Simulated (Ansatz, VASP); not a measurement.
## Sb: VASP beside Ansatz

The input POSCAR:

```
Sb
1.0
   -1.8713408863      1.8713408863      1.8713408863
    1.8713408863     -1.8713408863      1.8713408863
    1.8713408863      1.8713408863     -1.8713408863
Sb
1
Direct
    0.0000000000      0.0000000000      0.0000000000
```

INCAR.step1

```
SYSTEM = Sb
  PREC = Accurate
  ENCUT = 520
  EDIFF = 1E-5
  ISMEAR = -1
  SIGMA = 0.05
  LREAL = .False.
  LASPH = .True.
  NELM = 60
  ALGO = Normal
  ISIF = 2
  LWAVE = .True.
  GGA = PE
  NBANDS = 8
```

File INCAR.step2:

```
SYSTEM = Sb
  PREC = Accurate
  ENCUT = 520
  EDIFF = 1E-6
  ISMEAR = -1
  SIGMA = 0.05
  LREAL = .False.
  LASPH = .True.
  NELM = 60
  ALGO = Normal
  ISIF = 2
  LWAVE = .False.
  LCHARG = .True.
  GGA = B3
  LHFCALC = .True.
  AEXX = 0.2
  AGGAX = 0.72
  AGGAC = 0.81
  ALDAC = 0.19
  PRECFOCK = Normal
  LELF = .True.
  LVHAR = .True.
  ISTART = 1
  NBANDS = 8
```

Contents of KPOINTS:

```
regular mesh
0
Gamma
  5 5 5
  0 0 0
```

The input input:

```
crystal:
  lattice:
    - [-1.8713408863, 1.8713408863, 1.8713408863]
    - [1.8713408863, -1.8713408863, 1.8713408863]
    - [1.8713408863, 1.8713408863, -1.8713408863]
  atoms:
    - { symbol: Sb, position: [0.0, 0.0, 0.0] }
hamiltonian:
  xc: b3lyp
  pseudopotentials: { kind: paw }
kpoints:
  mp_grid: { grid: [5, 5, 5] }
scf:
  occupations: { method: fermi_dirac, width: 0.05 }
output:
  forces: true
  stress: true
  eigenvalues: true
  write_density: true
  write_potential: true
  elf: true
  volumetric_format: npy
```

Alike in both runs: task single point; functional B3LYP; k mesh 5 × 5 × 5; occupations fermi-dirac, width 0.05 eV; no spin polarisation.

|  | VASP | Ansatz |
| --- | --- | --- |
| version | VASP 6.6.1 | Ansatz 0.2.0 |
| potentials or method | VASP PAW PBE potentials, release 64 (Sb) | Ansatz PAW |
| plane-wave cutoff (eV) | 520 | 420 |
| valence electrons in the cell | 5 | 15 |

```csv
,VASP,Ansatz,Ansatz less VASP
gap on the k mesh at the Fermi level (eV),none,none,-
pressure (GPa),4.8,5.3,+0.55
```

VASP's potentials were made for PBE, not for B3LYP. A gap of «none» marks a metal or a gap that the smearing closes. VASP's potentials hold 5 valence electrons a cell and Ansatz's 15, so a difference there can come from the potentials and not from the codes.

The k mesh is coarse, so the values compare programs but aren't converged. Neither program's run includes spin-orbit coupling.
